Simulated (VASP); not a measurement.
# Al27Ru in VASP: a series of runs

Al27Ru is run at these levels: PBE; tasks: single point.

All numbers are computed with VASP 6.6.1; they aren't measurements. Logs are shortened: lines on timing, memory, paths and dates and some standing lists are left out, and cuts for length are marked.

**1. The cell of the first run**

The cell holds a slab with vacuum, 28 atoms: a = 8.591 Å, b = 8.591 Å, c = 17.677 Å, α = 90.00°, β = 90.00°, γ = 60.00°.

**2. Single point, PBE**

INCAR

```
SYSTEM = Al27Ru
PREC = Accurate ; ENCUT = 520
EDIFF = 1E-6 ; ISMEAR = -1
SIGMA = 0.1 ; LREAL = Auto
LASPH = .True. ; NELM = 80
ALGO = Normal ; ISIF = 2
LWAVE = .False. ; LCHARG = .False.
GGA = PE ; NBANDS = 68
```

KPOINTS

```
regular mesh
0
Gamma
  2 2 1
  0 0 0
```

POSCAR

```
Al27Ru
1.0
    8.5913470000      0.0000000000      0.0000000000
    4.2956740000      7.4403250000      0.0000000000
    0.0000000000      0.0000000000     17.6765370000
Al Ru
27 1
Direct
    0.1111111000      0.1111111000      0.0565722000
    0.4444444000      0.1111111000      0.0565722000
    0.7777778000      0.1111111000      0.0565722000
    0.1111111000      0.4444444000      0.0565722000
    0.4444444000      0.4444444000      0.0565722000
    0.7777778000      0.4444444000      0.0565722000
    0.1111111000      0.7777778000      0.0565722000
    0.4444444000      0.7777778000      0.0565722000
    0.7777778000      0.7777778000      0.0565722000
   -0.1125472624      0.2207807535      0.1878212225
    0.2157281568      0.2198791126      0.1930950110
    0.5499448571      0.2194815119      0.1908861377
   -0.1134338136      0.5490413177      0.1930948495
    0.2178868908      0.5511993170      0.1889583581
    0.5526766460      0.5601046307      0.1878925916
   -0.1138416345      0.8832498614      0.1908640348
    0.2268225291      0.8859713730      0.1878768679
    0.5566602726      0.8899785064      0.1905646840
    0.0342890625     -0.0376856779      0.3182013289
    0.3512926991     -0.0011868853      0.3243981788
    0.6842867393      0.0176316199      0.3407540059
   -0.0116064875      0.3217355989      0.3362484069
    0.3191007203      0.3355215835      0.3230818062
    0.6290192445      0.3676473485      0.3182618253
    0.0022102651      0.6524070577      0.3230805453
    0.3322118546      0.6655436922      0.3200188088
    0.6654861848      0.6846552542      0.3243904488
    0.8412363679      0.1744078504      0.4047475754
```

Potentials or basis: VASP PAW PBE potentials, release 64 (Al, Ru_pv).

The run is started by

```bash
cat potpaw_PBE.64/Al/POTCAR potpaw_PBE.64/Ru_pv/POTCAR > POTCAR
mpirun -np 1 vasp_std > vasp.out
```

OUTCAR:

```text
SYSTEM = Al27Ru
   PREC = Accurate
   ENCUT = 520
   EDIFF = 1E-6
   ISMEAR = -1
   LREAL = Auto
   LASPH = .True.
   NELM = 80
   ISIF = 2
   GGA = PE

 ion  position               nearest neighbor table
   1  0.111  0.111  0.057-  10 2.86  17 2.86   6 2.86   8 2.86   2 2.86   3 2.86   7 2.86   4 2.86
                            11 2.89
   2  0.444  0.111  0.057-  12 2.86   4 2.86   1 2.86   8 2.86   5 2.86   9 2.86   3 2.86  18 2.88
                            11 2.95
   3  0.778  0.111  0.057-  10 2.84   7 2.86   1 2.86   9 2.86   6 2.86   5 2.86   2 2.86  16 2.92
                            12 2.92
   4  0.111  0.444  0.057-  14 2.83   2 2.86   6 2.86   5 2.86   1 2.86   9 2.86   7 2.86  13 2.94
                            11 2.94
   5  0.444  0.444  0.057-  15 2.86   4 2.86   2 2.86   3 2.86   7 2.86   6 2.86   8 2.86  14 2.88
                            12 2.91
   6  0.778  0.444  0.057-  10 2.86  15 2.86   1 2.86   4 2.86   3 2.86   8 2.86   5 2.86   9 2.86
                            13 2.89
   7  0.111  0.778  0.057-  17 2.86   3 2.86   9 2.86   8 2.86   1 2.86   5 2.86   4 2.86  14 2.88
                            16 2.91
   8  0.444  0.778  0.057-  17 2.83  15 2.83   1 2.86   7 2.86   2 2.86   6 2.86   9 2.86   5 2.86
                            18 2.90
   9  0.778  0.778  0.057-  16 2.86   7 2.86   3 2.86   2 2.86   4 2.86   8 2.86   6 2.86  18 2.88
[... 22 lines left out ...]
                            17 2.99
  21  0.684  0.018  0.341-  28 2.59  19 2.83  24 2.83  27 2.96  20 2.96  23 2.97  25 2.97  12 3.06
                            16 3.06  18 3.26
  22  0.988  0.322  0.336-  28 2.50  25 2.91  23 2.91  24 2.93  19 2.93  20 2.97  27 2.97  10 3.02
                            13 3.05  11 3.05
  23  0.319  0.336  0.323-  25 2.72  20 2.76  24 2.81  11 2.82  14 2.86  26 2.89  12 2.90  22 2.91
                            21 2.97
  24  0.629  0.368  0.318-  28 2.32  26 2.55  15 2.72  23 2.81  21 2.83  12 2.83  27 2.89  22 2.93
                            10 3.01
  25  0.002  0.652  0.323-  23 2.72  27 2.76  19 2.81  13 2.82  14 2.86  26 2.89  16 2.90  22 2.91
                            21 2.97
  26  0.332  0.666  0.320-  19 2.55  24 2.55  15 2.85  17 2.85  14 2.87  25 2.89  23 2.89  20 2.95
                            27 2.95
  27  0.665  0.685  0.324-  20 2.70  25 2.76  18 2.82  13 2.85  24 2.89  26 2.95  21 2.96  22 2.97
                            15 2.99
  28  0.841  0.174  0.405-  19 2.32  24 2.32  22 2.50  21 2.59

  LATTYP: Found a hexagonal cell.
 ALAT       =     8.5913474624
 C/A-ratio  =     2.0574813296

  Lattice vectors:

 A1 = (  -4.2956740000,  -7.4403250000,   0.0000000000)
 A2 = (   8.5913470000,   0.0000000000,   0.0000000000)
 A3 = (   0.0000000000,   0.0000000000,  17.6765370000)

Analysis of symmetry for initial positions (statically):
=====================================================================
 Subroutine PRICEL returns:
 Original cell was already a primitive cell.

 Routine SETGRP: Setting up the symmetry group for a
 hexagonal supercell.

 Subroutine GETGRP returns: Found  1 space group operations
 (whereof  1 operations were pure point group operations)
 out of a pool of 24 trial point group operations.

The static configuration has the point symmetry C_1 .

Analysis of symmetry for dynamics (positions and initial velocities):
=====================================================================
 Subroutine PRICEL returns:
 Original cell was already a primitive cell.

 Routine SETGRP: Setting up the symmetry group for a
 hexagonal supercell.

 Subroutine GETGRP returns: Found  1 space group operations
 (whereof  1 operations were pure point group operations)
 out of a pool of 24 trial point group operations.

The dynamic configuration has the point symmetry C_1 .

 Subroutine INISYM returns: Found  1 space group operations
 (whereof  1 operations are pure point group operations),
 and found     1 'primitive' translations

----------------------------------------------------------------------------------------

                                     Primitive cell

  volume of cell :    1129.9269

  direct lattice vectors                    reciprocal lattice vectors
     8.591347000  0.000000000  0.000000000     0.116396183 -0.067201373  0.000000000
     4.295674000  7.440325000  0.000000000     0.000000000  0.134402731  0.000000000
     0.000000000  0.000000000 17.676537000     0.000000000  0.000000000  0.056572167

  length of vectors
     8.591347000  8.591347462 17.676537000     0.134402738  0.134402731  0.056572167

  position of ions in fractional coordinates (direct lattice)
     0.111111100  0.111111100  0.056572200
     0.444444400  0.111111100  0.056572200
     0.777777800  0.111111100  0.056572200
     0.111111100  0.444444400  0.056572200
     0.444444400  0.444444400  0.056572200
     0.777777800  0.444444400  0.056572200
[... 20 lines left out ...]
     0.665486185  0.684655254  0.324390449
     0.841236368  0.174407850  0.404747575

  ion indices of the primitive-cell ions
   primitive index   ion index
                 1           1
                 2           2
                 3           3
                 4           4
                 5           5
                 6           6
[... 20 lines left out ...]
                27          27
                28          28

----------------------------------------------------------------------------------------

 KPOINTS: regular mesh

Automatic generation of k-mesh.
 Grid dimensions read from file:
 generate k-points for:    2    2    1

 Generating k-lattice:

  Cartesian coordinates                     Fractional coordinates (reciprocal lattice)
     0.058198092 -0.033600687  0.000000000     0.500000000  0.000000000  0.000000000
     0.000000000  0.067201366  0.000000000     0.000000000  0.500000000  0.000000000
     0.000000000  0.000000000  0.056572167     0.000000000  0.000000000  1.000000000

  Length of vectors
     0.067201369  0.067201366  0.056572167

  Shift w.r.t. Gamma in fractional coordinates (k-lattice)
     0.000000000  0.000000000  0.000000000

 Subroutine IBZKPT returns following result:
 ===========================================

 Found      4 irreducible k-points:

 Following reciprocal coordinates:
            Coordinates               Weight
  0.000000  0.000000  0.000000      1.000000
  0.500000  0.000000  0.000000      1.000000
  0.500000  0.500000  0.000000      1.000000
  0.000000  0.500000  0.000000      1.000000
   k-points           NKPTS =      4   k-points in BZ     NKDIM =      4   number of bands    NBANDS=     68
   number of dos      NEDOS =    301   number of ions     NIONS =     28
   total plane-waves  NPLWV = 573440
   dimension x,y,z NGX =    64 NGY =   64 NGZ =  140
   dimension x,y,z NGXF=   128 NGYF=  128 NGZF=  280
   ions per type =              27   1
   NGX,Y,Z   is equivalent  to a cutoff of  12.38, 12.38, 13.17 a.u.
   NGXF,Y,Z  is equivalent  to a cutoff of  24.77, 24.77, 26.33 a.u.
 SYSTEM =  Al27Ru
   PREC   = accura    normal or accurate (medium, high low for compatibility)
   ISTART =      0    job   : 0-new  1-cont  2-samecut
   ICHARG =      2    charge: 1-file 2-atom 10-const
   ISPIN  =      1    spin polarized calculation?
   LNONCOLLINEAR =      F non collinear calculations
   LSORBIT =      F    spin-orbit coupling
   LASPH  =      T    aspherical Exc in radial PAW
   ENCUT  =  520.0 eV  38.22 Ry    6.18 a.u.  15.97 15.97 32.87*2*pi/ulx,y,z
   NELM   =     80;   NELMIN=  2; NELMDL= -5     # of ELM steps
   EDIFF  = 0.1E-05   stopping-criterion for ELM
   LREAL  =      T    real-space projection
   EDIFFG = 0.1E-04   stopping-criterion for IOM
   NSW    =      0    number of steps for IOM
[... 5 lines left out ...]
   TEBEG  =    0.0;   TEEND  =   0.0 temperature during run
   PSTRESS=    0.0 pullay stress
   NELECT =      95.0000    total number of electrons
   NUPDOWN=      -1.0000    fix difference up-down
   EMIN   =  10.00;   EMAX   =-10.00  energy-range for DOS
   EFERMI =   0.00;   METHOD = LEGACY
   ISMEAR =    -1;   SIGMA  =   0.10  broadening in eV -4-tet -1-fermi 0-gaus
   EFERMI_NEDOS =   21; number of points for ismear=-14 and -15
   IALGO  =     38    algorithm
   IMIX   =      4    mixing-type and parameters
     AMIX     =   0.40;   BMIX     =  1.00
     AMIX_MAG =   1.60;   BMIX_MAG =  1.00
  volume/ion in A,a.u.               =      40.35       272.33
  Fermi-wavevector in a.u.,A,eV,Ry     =   0.717187  1.355287  6.998260  0.514358
  Thomas-Fermi vector in A             =   1.805802
   LORBIT       =      0    0 simple, 1 ext, 2 COOP (PROOUT), +10 PAW based schemes
   GGA     = PE    functional components
   LHFCALC =     F    Hartree Fock is set to
   AEXX    =    0.0000 exact exchange contribution
   IVDW    =     0    specifies the selected vdW correction
   LEPSILON=     F    determine dielectric tensor
   LRPA    =     F    only Hartree local field effects (RPA)
 non-spin polarized calculation
  energy-cutoff  :      520.00
  volume of cell :     1129.93
 maximum number of plane-waves:     30408
 NGX is ok and might be reduce to    64
   NGX = 31   NGY = 31   NGZ = 65

 number of electron      95.0000000 magnetization

 Free energy of the ion-electron system (eV)
  ---------------------------------------------------
  ext. energy  EPLUGINS =         0.00000000
  ---------------------------------------------------
  free energy    TOTEN  =      -103.37015608 eV

  energy without entropy =     -102.81931802  energy(sigma->0) =     -103.09473705

 E-fermi :   0.9495     XC(G=0):  -5.2467

 val. band max:        0.9003321141   @ k =   0.5000   0.5000   0.0000
 cond. band min:       1.0058059242   @ k =   0.5000   0.5000   0.0000
 fundamental gap:      0.1054738101
 Fermi energy:         0.9494877378

 k-point     1 :       0.0000    0.0000    0.0000
  band No.  band energies     occupation
      1     -40.7505      2.00000
      2     -40.5981      2.00000
      3     -40.5820      2.00000
      4      -9.4020      2.00000
      5      -7.7485      2.00000
      6      -6.8446      2.00000
[... 51 lines left out ...]
     58       2.4924      0.00000
     59       2.4996      0.00000

 k-point     2 :       0.5000    0.0000    0.0000
  band No.  band energies     occupation
      1     -40.7505      2.00000
      2     -40.5981      2.00000
      3     -40.5820      2.00000
      4      -8.7877      2.00000
      5      -8.6891      2.00000
      6      -7.4258      2.00000
[... 51 lines left out ...]
     58       2.7531      0.00000
     59       2.7680      0.00000

 k-point     3 :       0.5000    0.5000    0.0000
  band No.  band energies     occupation
      1     -40.7505      2.00000
      2     -40.5981      2.00000
      3     -40.5820      2.00000
      4      -8.7701      2.00000
      5      -8.7074      2.00000
      6      -7.4528      2.00000
[... 51 lines left out ...]
     58       2.7283      0.00000
     59       2.7653      0.00000

 k-point     4 :       0.0000    0.5000    0.0000
  band No.  band energies     occupation
      1     -40.7505      2.00000
      2     -40.5981      2.00000
      3     -40.5820      2.00000
      4      -8.7877      2.00000
      5      -8.6890      2.00000
      6      -7.4259      2.00000
[... 51 lines left out ...]
     58       2.7530      0.00000
     59       2.7680      0.00000
 [bands above 59 left out]

------------------------ aborting loop because EDIFF is reached ----------------------------------------

  FORCE on cell =-STRESS in cart. coord.  units (eV):
  Direction    XX          YY          ZZ          XY          YZ          ZX
  --------------------------------------------------------------------------------------
  -------------------------------------------------------------------------------------
  Total      -11.3136166     -7.7884860     -0.0016830     -3.0492004     -0.0053658     -0.0110382
  in kB      -16.0421172    -11.0436662     -0.0023863     -4.3236069     -0.0076085     -0.0156516
  external PRESSURE =      -9.0293899 kB  Pullay stress =       0.0000000 kB

 VOLUME and BASIS-vectors are now :
 -----------------------------------------------------------------------------
  energy-cutoff  :      520.00
  volume of cell :     1129.93
      direct lattice vectors                 reciprocal lattice vectors
     8.591347000  0.000000000  0.000000000     0.116396183 -0.067201373  0.000000000
     4.295674000  7.440325000  0.000000000     0.000000000  0.134402731  0.000000000
     0.000000000  0.000000000 17.676537000     0.000000000  0.000000000  0.056572167

 POSITION                                       TOTAL-FORCE (eV/Angst)
 -----------------------------------------------------------------------------------
      1.43189      0.82670      1.00000         0.105994     -0.004716     -0.044827
      4.29567      0.82670      1.00000         0.014727     -0.036874      0.044074
      7.15946      0.82670      1.00000        -0.068389     -0.039860     -0.023460
      2.86378      3.30681      1.00000        -0.035637     -0.018790      0.119442
      5.72756      3.30681      1.00000        -0.060062     -0.014657      0.018887
      8.59135      3.30681      1.00000         0.049295      0.092026     -0.048858
[... 20 lines left out ...]
      8.65848      5.09406      5.73410        -0.001572     -0.002539      0.000236
      7.97655      1.29765      7.15454        -0.004748     -0.001766      0.025778
 -----------------------------------------------------------------------------------
    total drift:                                0.000059      0.007714     -0.003535

  FREE ENERGIE OF THE ION-ELECTRON SYSTEM (eV)
  ---------------------------------------------------
  free  energy   TOTEN  =      -103.3701560766 eV

  energy  without entropy=     -102.8193180152  energy(sigma->0) =     -103.09473705
```

Run time: 20 min. Hardware: 1 thread of Intel Xeon Platinum 8259CL at 2.50GHz (Skylake/Cascade Lake), shared host; peak memory 1.1 GiB.

What came out:

- Free energy: -103.3702 eV
- Largest force: 0.128 eV/Å
- Band gap on the k mesh: zero (an odd number of electrons rules out a gap without spin polarisation)

Forces in eV/Å, atoms in the order of the input:
```
Al   0.106 -0.005 -0.045
Al   0.015 -0.037  0.044
Al  -0.068 -0.040 -0.023
Al  -0.036 -0.019  0.119
Al  -0.060 -0.015  0.019
Al   0.049  0.092 -0.049
Al  -0.044 -0.046  0.020
Al   0.060  0.036 -0.107
Al  -0.021  0.031  0.041
Al  -0.003 -0.001 -0.001
Al  -0.002  0.003 -0.002
Al   0.000  0.003 -0.011
Al   0.004 -0.004 -0.002
Al  -0.005 -0.001 -0.011
Al   0.006  0.000 -0.003
Al   0.002 -0.003 -0.012
Al   0.003  0.005 -0.002
Al  -0.001 -0.001 -0.002
Al   0.001 -0.004 -0.004
Al  -0.005  0.002  0.001
Al   0.002  0.002 -0.001
Al   0.006  0.005 -0.004
Al   0.000  0.000  0.002
Al  -0.004  0.001 -0.004
Al  -0.001 -0.002  0.001
Al   0.002  0.001  0.009
Al  -0.002 -0.003  0.000
Ru  -0.005 -0.002  0.026
```

Levels at points of the mesh, in eV from the Fermi level:
```csv
k point,band 43,band 44,band 45,band 46,band 47,band 48,band 49,band 50,band 51,band 52
"(0.00, 0.00, 0.00)",-0.57,-0.51,-0.51,-0.50,-0.27,-0.15,-0.05,0.14,0.15,0.19
"(0.50, 0.00, 0.00)",-0.91,-0.77,-0.39,-0.23,-0.06,0.08,0.19,0.30,0.88,1.00
"(0.50, 0.50, 0.00)",-0.89,-0.63,-0.33,-0.05,-0.05,0.06,0.12,0.24,0.87,0.96
"(0.00, 0.50, 0.00)",-0.91,-0.77,-0.39,-0.23,-0.06,0.08,0.19,0.30,0.88,1.00
```

Caveat: the k points lie up to 0.42 Å⁻¹ apart, too coarse for converged energies and pressures of a metal; there is no dipole correction, which matters where the two faces differ.

**3. Single point, PBE**

INCAR

```
SYSTEM = Al27Ru
ALGO = Normal
EDIFF = 1E-6
ENCUT = 520
GGA = PE
ISIF = 2
ISMEAR = -1
LASPH = .TRUE.
LCHARG = .FALSE.
LREAL = Auto
LWAVE = .FALSE.
NBANDS = 68
NELM = 60
PREC = Accurate
SIGMA = 0.1
```

KPOINTS

```
k-points
0
G
  2 2 1
  0 0 0
```

POSCAR

```
Al27Ru
1.0
    8.5913470000      0.0000000000      0.0000000000
    4.2956740000      7.4403250000      0.0000000000
    0.0000000000      0.0000000000     17.6765370000
Al Ru
27 1
Direct
    0.1111110703      0.1111111410      0.0565722234
    0.4444443648      0.1111111410      0.0565722234
    0.7777777758      0.1111111410      0.0565722234
    0.1111110539      0.4444444295      0.0565722234
    0.4444443484      0.4444444295      0.0565722234
    0.7777777594      0.4444444295      0.0565722234
    0.1111110867      0.7777778524      0.0565722234
    0.4444443812      0.7777778524      0.0565722234
    0.7777777922      0.7777778524      0.0565722234
   -0.1125472405      0.2207808127      0.1878212344
    0.2157281095      0.2198791047      0.1930950050
    0.5499448281      0.2194815415      0.1908861447
   -0.1134338544      0.5490413389      0.1930948353
    0.2178868411      0.5511993092      0.1889583350
    0.5526767085      0.5601045653      0.1878925719
   -0.1138415723      0.8832498580      0.1908640250
    0.2268224974      0.8859713789      0.1878768449
    0.5566602839      0.8899784620      0.1905647017
    0.0342891010     -0.0376857194      0.3182013536
    0.3512927112     -0.0011869105      0.3243981556
    0.6842867944      0.0176316223      0.3407540176
   -0.0116064460      0.3217355425      0.3362483839
    0.3191006534      0.3355216338      0.3230818344
    0.6290192567      0.3676473810      0.3182618292
    0.0022102122      0.6524071193      0.3230805333
    0.3322118732      0.6655436422      0.3200187910
    0.6654860986      0.6846553074      0.3243904618
    0.8412363956      0.1744078384      0.4047476041
```

Potentials or basis: VASP PAW PBE potentials, release 64 (Al, Ru_pv).

The run is started by

```bash
cat potpaw_PBE.64/Al/POTCAR potpaw_PBE.64/Ru_pv/POTCAR > POTCAR
mpirun -np 1 vasp_std > vasp.out
```

Run time: 18 min. Hardware: 1 thread of Intel Xeon Platinum 8259CL at 2.50GHz (Skylake/Cascade Lake), shared host; peak memory 1.1 GiB.

Results (log left out):

```yaml
Free_energy: -103.3702 eV
Largest_force: 0.128 eV/Å
Band_gap_on_the_k_mesh: zero (an odd number of electrons rules out a gap without spin polarisation)
```

Forces in eV/Å, atoms in the order of the input:
```
Al   0.106 -0.005 -0.045
Al   0.015 -0.037  0.044
Al  -0.068 -0.040 -0.023
Al  -0.036 -0.019  0.119
Al  -0.060 -0.015  0.019
Al   0.049  0.092 -0.049
Al  -0.044 -0.046  0.020
Al   0.060  0.036 -0.107
Al  -0.021  0.031  0.041
Al  -0.003 -0.001 -0.001
Al  -0.002  0.003 -0.002
Al   0.000  0.003 -0.011
Al   0.004 -0.004 -0.002
Al  -0.005 -0.001 -0.011
Al   0.006  0.000 -0.003
Al   0.002 -0.003 -0.012
Al   0.003  0.005 -0.002
Al  -0.001 -0.001 -0.002
Al   0.001 -0.004 -0.004
Al  -0.005  0.002  0.001
Al   0.002  0.002 -0.001
Al   0.006  0.005 -0.004
Al   0.000  0.000  0.002
Al  -0.004  0.001 -0.004
Al  -0.001 -0.002  0.001
Al   0.002  0.001  0.009
Al  -0.002 -0.003  0.000
Ru  -0.005 -0.002  0.026
```

Levels at points of the mesh, in eV from the Fermi level:
| k point | band 45 | band 46 | band 47 | band 48 | band 49 | band 50 |
| --- | --- | --- | --- | --- | --- | --- |
| (0.00, 0.00, 0.00) | -0.51 | -0.50 | -0.27 | -0.15 | -0.05 | 0.14 |
| (0.50, 0.00, 0.00) | -0.39 | -0.23 | -0.06 | 0.08 | 0.19 | 0.30 |
| (0.50, 0.50, 0.00) | -0.33 | -0.05 | -0.05 | 0.06 | 0.12 | 0.24 |
| (0.00, 0.50, 0.00) | -0.39 | -0.23 | -0.06 | 0.08 | 0.19 | 0.30 |

Caveat: the k points lie up to 0.42 Å⁻¹ apart, too coarse for converged energies and pressures of a metal; there is no dipole correction, which matters where the two faces differ.

The gap in the log of VASP goes by the Fermi energy; the results here count the filled bands.